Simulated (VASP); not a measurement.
# BPd4 in VASP: a series of runs

BPd4 is run at these levels: BLYP, PBEsol, RPBE, LDA, PBE; tasks: single point.

Program: VASP 6.6.1. These are calculated values, not measurements. Logs are shortened: lines on timing, memory, paths and dates and some standing lists are left out, and cuts for length are marked.

### Step 1. The cell of the first run

Symmetry: Pmm2, No. 25, orthorhombic system. The conventional cell has a = 2.892 Å, b = 4.365 Å, c = 5.856 Å, α = 90.00°, β = 90.00°, γ = 90.00°. Pd (site symmetry mm2) has 1 B at 1.96 Å within 2.6 Å. Within 2.7 Å of Pd (site symmetry mm2) lie 2 B at 2.03 Å. Within 3.6 Å of Pd (site symmetry mm2) lie 12 Pd at 2.73 to 3.47 Å. Pd (site symmetry mm2) has 2 B at 2.18 Å and 2 Pd at 2.89 Å within 2.9 Å. B (site symmetry mm2) has 5 Pd at 1.96 to 2.18 Å within 2.6 Å.

### Step 2. Single point, BLYP

File INCAR:

```
PREC = Accurate
ENCUT = 520
EDIFF = 1E-6
ISMEAR = -1
SIGMA = 0.05
LREAL = F
LASPH = T
NELM = 80
ALGO = Fast
ISIF = 2
LWAVE = F
LCHARG = F
GGA = B5
ALDAX = 1.0
AGGAX = 1.0
AGGAC = 1.0
ALDAC = 0.0
NBANDS = 30
```

File KPOINTS:

```
regular mesh
0
Gamma
  9 6 5
```

File POSCAR:

```
BPd4
1.0
    2.8920299704      0.0000000000      0.0000000000
    0.0000000000      4.3650077954      0.0000000000
    0.0000000000      0.0000000000      5.8563150000
Pd B
4 1
Direct
    0.5000000000      0.0000000000      0.1975780000
    0.0000000000      0.0000000000      0.6194700000
    0.0000000000      0.5000000000      0.3291640000
    0.5000000000      0.5000000000      0.8675610000
    0.5000000000      0.0000000000      0.8632270000
```

Potentials or basis: VASP PAW PBE potentials, release 64 (Pd, B).

Started as:

```sh
cat potpaw_PBE.64/Pd/POTCAR potpaw_PBE.64/B/POTCAR > POTCAR
mpirun -np 1 vasp_std > vasp.out
```

OUTCAR:

```text
PREC = Accurate
   ENCUT = 520
   EDIFF = 1E-6
   ISMEAR = -1
   LREAL = F
   LASPH = T
   NELM = 80
   ISIF = 2
   GGA = B5

 ion  position               nearest neighbor table
   1  0.500  0.000  0.198-   5 1.96   3 2.73   3 2.73   3 2.73   3 2.73   2 2.86   2 2.86   4 2.92
                             4 2.92
   2  0.000  0.000  0.619-   5 2.03   5 2.03   3 2.77   3 2.77   1 2.86   1 2.86   4 2.99   4 2.99
                             4 2.99   4 2.99
   3  0.000  0.500  0.329-   1 2.73   1 2.73   1 2.73   1 2.73   2 2.77   2 2.77   4 3.07   4 3.07

   4  0.500  0.500  0.868-   5 2.18   5 2.18   1 2.92   1 2.92   2 2.99   2 2.99   2 2.99   2 2.99
                             3 3.07   3 3.07
   5  0.500  0.000  0.863-   1 1.96   2 2.03   2 2.03   4 2.18   4 2.18

  LATTYP: Found a simple orthorhombic cell.
 ALAT       =     2.8920299704
 B/A-ratio  =     1.5093231537
 C/A-ratio  =     2.0249842014

  Lattice vectors:

 A1 = (   2.8920299704,   0.0000000000,   0.0000000000)
 A2 = (   0.0000000000,   4.3650077954,   0.0000000000)
 A3 = (   0.0000000000,   0.0000000000,   5.8563150000)

Analysis of symmetry for initial positions (statically):
=====================================================================
 Subroutine PRICEL returns:
 Original cell was already a primitive cell.

 Routine SETGRP: Setting up the symmetry group for a
 simple orthorhombic supercell.

 Subroutine GETGRP returns: Found  4 space group operations
 (whereof  4 operations were pure point group operations)
 out of a pool of  8 trial point group operations.

The static configuration has the point symmetry C_2v.

Analysis of symmetry for dynamics (positions and initial velocities):
=====================================================================
 Subroutine PRICEL returns:
 Original cell was already a primitive cell.

 Routine SETGRP: Setting up the symmetry group for a
 simple orthorhombic supercell.

 Subroutine GETGRP returns: Found  4 space group operations
 (whereof  4 operations were pure point group operations)
 out of a pool of  8 trial point group operations.

The dynamic configuration has the point symmetry C_2v.

 Subroutine INISYM returns: Found  4 space group operations
 (whereof  4 operations are pure point group operations),
 and found     1 'primitive' translations

----------------------------------------------------------------------------------------

                                     Primitive cell

  volume of cell :      73.9286

  direct lattice vectors                    reciprocal lattice vectors
     2.892029970  0.000000000  0.000000000     0.345777883  0.000000000  0.000000000
     0.000000000  4.365007795  0.000000000     0.000000000  0.229094665  0.000000000
     0.000000000  0.000000000  5.856315000     0.000000000  0.000000000  0.170755842

  length of vectors
     2.892029970  4.365007795  5.856315000     0.345777883  0.229094665  0.170755842

  position of ions in fractional coordinates (direct lattice)
     0.500000000  0.000000000  0.197578000
     0.000000000  0.000000000  0.619470000
     0.000000000  0.500000000  0.329164000
     0.500000000  0.500000000  0.867561000
     0.500000000  0.000000000  0.863227000

  ion indices of the primitive-cell ions
   primitive index   ion index
                 1           1
                 2           2
                 3           3
                 4           4
                 5           5

----------------------------------------------------------------------------------------

 KPOINTS: regular mesh

Automatic generation of k-mesh.
 Grid dimensions read from file:
 generate k-points for:    9    6    5

 Generating k-lattice:

  Cartesian coordinates                     Fractional coordinates (reciprocal lattice)
     0.038419765  0.000000000  0.000000000     0.111111111  0.000000000  0.000000000
     0.000000000  0.038182444  0.000000000     0.000000000  0.166666667  0.000000000
     0.000000000  0.000000000  0.034151168     0.000000000  0.000000000  0.200000000

  Length of vectors
     0.038419765  0.038182444  0.034151168

  Shift w.r.t. Gamma in fractional coordinates (k-lattice)
     0.000000000  0.000000000  0.000000000

 Subroutine IBZKPT returns following result:
 ===========================================

 Found     60 irreducible k-points:

 Following reciprocal coordinates:
            Coordinates               Weight
  0.000000  0.000000  0.000000      1.000000
  0.111111  0.000000  0.000000      2.000000
  0.222222  0.000000  0.000000      2.000000
  0.333333  0.000000  0.000000      2.000000
  0.444444  0.000000  0.000000      2.000000
  0.000000  0.166667  0.000000      2.000000
[... 16 lines left out ...]
  0.222222  0.000000  0.200000      4.000000
  0.333333  0.000000  0.200000      4.000000
 [... further k-points ...]
   k-points           NKPTS =     60   k-points in BZ     NKDIM =     60   number of bands    NBANDS=     30
   number of dos      NEDOS =    301   number of ions     NIONS =      5
   total plane-waves  NPLWV =  36864
   dimension x,y,z NGX =    24 NGY =   32 NGZ =   48
   dimension x,y,z NGXF=    48 NGYF=   64 NGZF=   96
   ions per type =               4   1
   NGX,Y,Z   is equivalent  to a cutoff of  13.80, 12.19, 13.63 a.u.
   NGXF,Y,Z  is equivalent  to a cutoff of  27.59, 24.38, 27.25 a.u.
 SYSTEM =  unknown system
   PREC   = accura    normal or accurate (medium, high low for compatibility)
   ISTART =      0    job   : 0-new  1-cont  2-samecut
   ICHARG =      2    charge: 1-file 2-atom 10-const
   ISPIN  =      1    spin polarized calculation?
   LNONCOLLINEAR =      F non collinear calculations
   LSORBIT =      F    spin-orbit coupling
   LASPH  =      T    aspherical Exc in radial PAW
   ENCUT  =  520.0 eV  38.22 Ry    6.18 a.u.   5.38  8.12 10.89*2*pi/ulx,y,z
   NELM   =     80;   NELMIN=  2; NELMDL= -5     # of ELM steps
   EDIFF  = 0.1E-05   stopping-criterion for ELM
   LREAL  =      F    real-space projection
   EDIFFG = 0.1E-04   stopping-criterion for IOM
   NSW    =      0    number of steps for IOM
   IBRION =     -1    ionic relax: 0-MD 1-quasi-New 2-CG
   NFREE  =      0    steps in history (QN), initial steepest desc. (CG)
   ISIF   =      2    stress and relaxation
   ISYM   =      2    0-nonsym 1-usesym 2-fastsym
   POTIM  = 0.5000    time-step for ionic-motion
   TEBEG  =    0.0;   TEEND  =   0.0 temperature during run
   PSTRESS=    0.0 pullay stress
   NELECT =      43.0000    total number of electrons
   NUPDOWN=      -1.0000    fix difference up-down
   EMIN   =  10.00;   EMAX   =-10.00  energy-range for DOS
   EFERMI =   0.00;   METHOD = LEGACY
   ISMEAR =    -1;   SIGMA  =   0.05  broadening in eV -4-tet -1-fermi 0-gaus
   EFERMI_NEDOS =   21; number of points for ismear=-14 and -15
   IALGO  =     68    algorithm
   IMIX   =      4    mixing-type and parameters
     AMIX     =   0.40;   BMIX     =  1.00
     AMIX_MAG =   1.60;   BMIX_MAG =  1.00
  volume/ion in A,a.u.               =      14.79        99.78
  Fermi-wavevector in a.u.,A,eV,Ry     =   1.366554  2.582413 25.408482  1.867471
  Thomas-Fermi vector in A             =   2.492685
   LORBIT       =      0    0 simple, 1 ext, 2 COOP (PROOUT), +10 PAW based schemes
   GGA     = B5    functional components
   LHFCALC =     F    Hartree Fock is set to
   AEXX    =    0.0000 exact exchange contribution
   IVDW    =     0    specifies the selected vdW correction
   LEPSILON=     F    determine dielectric tensor
   LRPA    =     F    only Hartree local field effects (RPA)
 non-spin polarized calculation
 RMM-DIIS sequential band-by-band and
  energy-cutoff  :      520.00
  volume of cell :       73.93
 maximum number of plane-waves:      2009
 NGX is ok and might be reduce to    24
   NGX = 11   NGY = 17   NGZ = 21

 number of electron      42.9999999 magnetization

 Free energy of the ion-electron system (eV)
  ---------------------------------------------------
  ext. energy  EPLUGINS =         0.00000000
  ---------------------------------------------------
  free energy    TOTEN  =       -23.61857683 eV

  energy without entropy =      -23.59397132  energy(sigma->0) =      -23.60627407

 E-fermi :   8.5343     XC(G=0): -11.6778

 val. band max:        8.5302337847   @ k =   0.2222   0.3333   0.2000
 cond. band min:       8.5353040300   @ k =   0.4444   0.0000   0.2000
 fundamental gap:      0.0050702454
 Fermi energy:         8.5342918392

 k-point     1 :       0.0000    0.0000    0.0000
  band No.  band energies     occupation
      1      -0.8565      2.00000
      2       3.1461      2.00000
      3       3.3323      2.00000
      4       3.9991      2.00000
      5       4.0311      2.00000
      6       4.5818      2.00000
[... 22 lines left out ...]
     29      17.2355      0.00000
     30      18.5208      0.00000

 k-point     2 :       0.1111    0.0000    0.0000
  band No.  band energies     occupation
      1      -0.7021      2.00000
      2       3.2682      2.00000
      3       3.5330      2.00000
      4       4.0333      2.00000
      5       4.1469      2.00000
      6       4.5027      2.00000
[... 22 lines left out ...]
     29      17.3954      0.00000
     30      18.7299      0.00000

 k-point     3 :       0.2222    0.0000    0.0000
  band No.  band energies     occupation
      1      -0.2974      2.00000
      2       3.3078      2.00000
      3       3.9603      2.00000
      4       4.1125      2.00000
      5       4.3097      2.00000
      6       4.6989      2.00000
[... 22 lines left out ...]
     29      17.8492      0.00000
     30      18.6540      0.00000

 k-point     4 :       0.3333    0.0000    0.0000
  band No.  band energies     occupation
      1       0.1834      2.00000
      2       3.1744      2.00000
      3       4.1254      2.00000
      4       4.1520      2.00000
      5       4.4385      2.00000
      6       4.4740      2.00000
[... 616 lines left out ...]
     29      17.5409      0.00000
     30      18.8903      0.00000

 k-point    23 :       0.2222    0.0000    0.2000
  band No.  band energies     occupation
      1      -0.2535      2.00000
      2       3.3371      2.00000
      3       3.8953      2.00000
      4       4.1841      2.00000
      5       4.3394      2.00000
      6       4.5468      2.00000
[... 22 lines left out ...]
     29      17.8865      0.00000
     30      18.4135      0.00000

 k-point    24 :       0.3333    0.0000    0.2000
  band No.  band energies     occupation
      1       0.1698      2.00000
      2       3.2556      2.00000
      3       3.9538      2.00000
      4       4.1464      2.00000
      5       4.4802      2.00000
      6       4.5112      2.00000
[... 22 lines left out ...]
     29      16.6389      0.00000
     30      18.2930      0.00000

 [... further k-points ...]
[... 5 lines left out ...]
  --------------------------------------------------------------------------------------
  -------------------------------------------------------------------------------------
  Total        3.5624060      3.9344730      3.3391192      0.0000000      0.0000000      0.0000000
  in kB       77.2043473     85.2677711     72.3652834      0.0000000      0.0000000      0.0000000
  external PRESSURE =      78.2791339 kB  Pullay stress =       0.0000000 kB

 VOLUME and BASIS-vectors are now :
 -----------------------------------------------------------------------------
  energy-cutoff  :      520.00
  volume of cell :       73.93
      direct lattice vectors                 reciprocal lattice vectors
     2.892029970  0.000000000  0.000000000     0.345777883  0.000000000  0.000000000
     0.000000000  4.365007795  0.000000000     0.000000000  0.229094665  0.000000000
     0.000000000  0.000000000  5.856315000     0.000000000  0.000000000  0.170755842

 POSITION                                       TOTAL-FORCE (eV/Angst)
 -----------------------------------------------------------------------------------
      1.44601      0.00000      1.15708         0.000000      0.000000     -0.232938
      0.00000      0.00000      3.62781         0.000000      0.000000      0.022311
      0.00000      2.18250      1.92769         0.000000      0.000000      0.104101
      1.44601      2.18250      5.08071         0.000000      0.000000      0.067232
      1.44601      0.00000      5.05533         0.000000      0.000000      0.039293
 -----------------------------------------------------------------------------------
    total drift:                                0.000000     -0.000000     -0.000427

  FREE ENERGIE OF THE ION-ELECTRON SYSTEM (eV)
  ---------------------------------------------------
  free  energy   TOTEN  =       -23.6185768284 eV

  energy  without entropy=      -23.5939713214  energy(sigma->0) =      -23.60627407
```

Wall time 2.3 min (1 thread of Intel Xeon 6975P-C (Granite Rapids), shared host); peak memory 0.25 GiB.

Results:

```
Free energy   : -23.6186 eV
Pressure      : 7.8 GPa
Largest force : 0.233 eV/Å
```

Forces in eV/Å, atoms in the order of the input:
```
Pd   0.000  0.000 -0.233
Pd   0.000  0.000  0.022
Pd   0.000  0.000  0.104
Pd   0.000  0.000  0.067
B    0.000  0.000  0.039
```

Caveat: the PAW data sets were made with another functional, which shifts forces and pressure a little.

### Step 3. Single point, PBEsol

This run uses another cell than the first one, of 13.98 Å³/atom, 0.946 times its volume.

File INCAR:

```
SYSTEM = BPd4
ALGO     = Fast           ! electronic algorithm
EDIFF    = 1E-6           ! SCF threshold, eV
ENCUT    = 520            ! plane-wave cutoff, eV
GGA      = PS             ! functional
ISIF     = 2              ! what is computed and relaxed
ISMEAR   = -1             ! smearing method
LASPH    = .True.         ! aspherical terms in the spheres
LCHARG   = .False.        ! write CHGCAR
LREAL    = .False.        ! projectors in reciprocal space
LWAVE    = .False.        ! write WAVECAR
NBANDS   = 30             ! bands
NELM     = 60             ! most SCF steps
PREC     = Accurate       ! precision mode
SIGMA    = 0.05           ! smearing width, eV
```

File KPOINTS:

```
k-points
0
Gamma
  9 6 5
  0 0 0
```

File POSCAR:

```
BPd4
1.0
    2.7934505284      0.0000000000      0.0000000000
    0.0000000000      4.3046807165      0.0000000000
    0.0000000000      0.0000000000      5.8131755633
Pd B
4 1
Direct
    0.5000000000      0.0000000000      0.1927940856
    0.0000000000      0.0000000000      0.6120621242
    0.0000000000      0.5000000000      0.3327146117
    0.5000000000      0.5000000000      0.8792335743
    0.5000000000      0.0000000000      0.8601956043
```

Potentials or basis: VASP PAW PBE potentials, release 64 (Pd, B).

Started as:

```sh
cat potpaw_PBE.64/Pd/POTCAR potpaw_PBE.64/B/POTCAR > POTCAR
mpirun -np 1 vasp_std > vasp.out
```

Run time: 1.8 min. Hardware: 1 thread of AMD EPYC 7R43 (Zen 3), shared host; peak memory 0.21 GiB.

The run converged. Its results:

```yaml
Free_energy: -30.7755 eV
Pressure: 0.1 GPa
Largest_force: 0.088 eV/Å
```

Forces on the atoms (eV/Å):
```
Pd   0.000  0.000  0.088
Pd   0.000  0.000 -0.068
Pd   0.000  0.000 -0.006
Pd   0.000  0.000  0.005
B    0.000  0.000 -0.020
```

Stress tensor (GPa, compression positive):
```
-0.01  0.00  0.00
 0.00 -0.08  0.00
 0.00  0.00  0.40
```

Levels at points of the mesh, in eV from the Fermi level:
| k point | band 19 | band 20 | band 21 | band 22 | band 23 | band 24 | band 25 | band 26 |
| --- | --- | --- | --- | --- | --- | --- | --- | --- |
| (0.00, 0.00, 0.00) | -1.27 | -0.70 | -0.50 | -0.49 | 0.06 | 0.38 | 5.59 | 5.62 |
| (0.00, 0.50, 0.00) | -0.99 | -0.85 | -0.83 | -0.82 | -0.42 | 1.13 | 2.30 | 4.07 |

Caveat: the PAW data sets were made with another functional, which shifts forces and pressure a little.

### Step 4. Single point, RPBE

File INCAR:

```
ALGO     = Normal         # electronic algorithm
EDIFF    = 1E-6           # SCF threshold, eV
ENCUT    = 540            # plane-wave cutoff, eV
GGA      = RP             # functional
GGA_COMPAT= False        
ISIF     = 2              # what is computed and relaxed
ISMEAR   = -1             # smearing method
LASPH    = True           # aspherical terms in the spheres
LCHARG   = True           # write CHGCAR
LELF     = True           # ELF
LREAL    = False          # projectors in reciprocal space
LVHAR    = True         
LWAVE    = False          # write WAVECAR
NBANDS   = 46             # bands
NELM     = 120            # most SCF steps
PREC     = Accurate       # precision mode
SIGMA    = 0.05           # smearing width, eV
```

File KPOINTS:

```
k-points
0
Gamma
  9 6 5
```

File POSCAR:

```
BPd4
1.0
    2.8920299704      0.0000000000      0.0000000000
    0.0000000000      4.3650077954      0.0000000000
    0.0000000000      0.0000000000      5.8563150000
Pd B
4 1
Direct
    0.5000000000      0.0000000000      0.1975780000
    0.0000000000      0.0000000000      0.6194700000
    0.0000000000      0.5000000000      0.3291640000
    0.5000000000      0.5000000000      0.8675610000
    0.5000000000      0.0000000000      0.8632270000
```

Potentials or basis: VASP PAW PBE potentials, release 64 (Pd_sv_GW, B).

Started as:

```sh
cat potpaw_PBE.64/Pd_sv_GW/POTCAR potpaw_PBE.64/B/POTCAR > POTCAR
mpirun -np 1 vasp_std > vasp.out
```

It took 2.2 min on 1 thread of Intel Xeon Platinum 8559C (Emerald Rapids), shared host; peak memory 0.33 GiB.

The run converged. Its results:

```
Free energy   : -18.9634 eV
Pressure      : 0.4 GPa
Largest force : 0.267 eV/Å
```

Forces on the atoms (eV/Å):
```
Pd   0.000  0.000 -0.267
Pd   0.000  0.000  0.039
Pd   0.000  0.000  0.077
Pd   0.000  0.000  0.064
B    0.000  0.000  0.087
```

Stress tensor (GPa, compression positive):
```
 0.01  0.00  0.00
 0.00  1.26  0.00
 0.00  0.00 -0.10
```

Levels at points of the mesh, in eV from the Fermi level:
| k point | band 35 | band 36 | band 37 | band 38 | band 39 | band 40 | band 41 | band 42 |
| --- | --- | --- | --- | --- | --- | --- | --- | --- |
| (0.00, 0.00, 0.00) | -1.20 | -0.81 | -0.54 | -0.25 | 0.07 | 0.44 | 5.28 | 5.48 |
| (0.00, 0.50, 0.00) | -0.96 | -0.88 | -0.84 | -0.72 | -0.45 | 1.45 | 2.29 | 4.01 |

Caveat: the PAW data sets were made with another functional, which shifts forces and pressure a little.

[end of part 1 of 2]
